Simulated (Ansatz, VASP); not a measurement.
## Two plane-wave programs on MgO

Contents of INCAR:

```
  ALGO = Normal
  EDIFF = 1E-7
  EDIFFG = -0.005
  ENCUT = 750
  GGA_COMPAT = False
  IBRION = 2
  ISIF = 3
  ISMEAR = 0
  LASPH = True
  LCHARG = False
  LREAL = False
  LWAVE = False
  NELM = 120
  NELMIN = 4
  NSW = 100
  PREC = Accurate
  SIGMA = 0.02
```

The input KPOINTS:

```
k-points
0
Gamma
  10 10 10
```

Contents of POSCAR:

```
MgO
1.0
    0.0000000000      2.0970013900      2.0970013900
    2.0970013900      0.0000000000      2.0970013900
    2.0970013900      2.0970013900      0.0000000000
Mg O
1 1
Direct
    0.0000000000      0.0000000000      0.0000000000
    0.5000000000      0.5000000000      0.5000000000
```

Input for Ansatz:

```yaml
crystal:
  lattice:
    - [0.0, 2.09700139, 2.09700139]
    - [2.09700139, 0.0, 2.09700139]
    - [2.09700139, 2.09700139, 0.0]
  atoms:
    - { symbol: Mg, position: [0.0, 0.0, 0.0] }
    - { symbol: O, position: [0.5, 0.5, 0.5] }
basis:
  ecutwfc: 420
kpoints:
  mp_grid: { grid: [10, 10, 10] }
hamiltonian:
  xc: lda
scf:
  occupations: { method: gaussian, width: 0.02 }
output:
  forces: true
  stress: true
  eigenvalues: true
relax:
  adjacent_minimum: "off"
  f_tol: 0.005
  max_steps: 80
  cell: { stress_tol: 0.05 }
```

Alike in both runs: task relaxation of cell and atoms; functional LDA; k mesh 10 × 10 × 10; occupations gaussian, width 0.02 eV; no spin polarisation.

|  | VASP | Ansatz |
| --- | --- | --- |
| version | VASP 6.6.1 | Ansatz 0.2.0 |
| potentials or method | VASP PAW LDA potentials, release 64 (Mg_sv, O), cutoff 750 eV | scalar-relativistic, plane waves, PAW |
| valence electrons in the cell | 16 | 16 |

```tsv
	VASP	Ansatz	Ansatz less VASP
gap on the k mesh at the Fermi level, each at its own relaxed structure (eV)	5.04	5.03	-0.002
relaxed volume (Å³/atom)	9.00	8.99	-0.010
relaxed cell length with the largest relative difference (Å)	2.942	2.941	-0.0011
```

LDA's correlation is that of Perdew and Zunger in VASP and of Perdew and Wang (1992) in Ansatz.
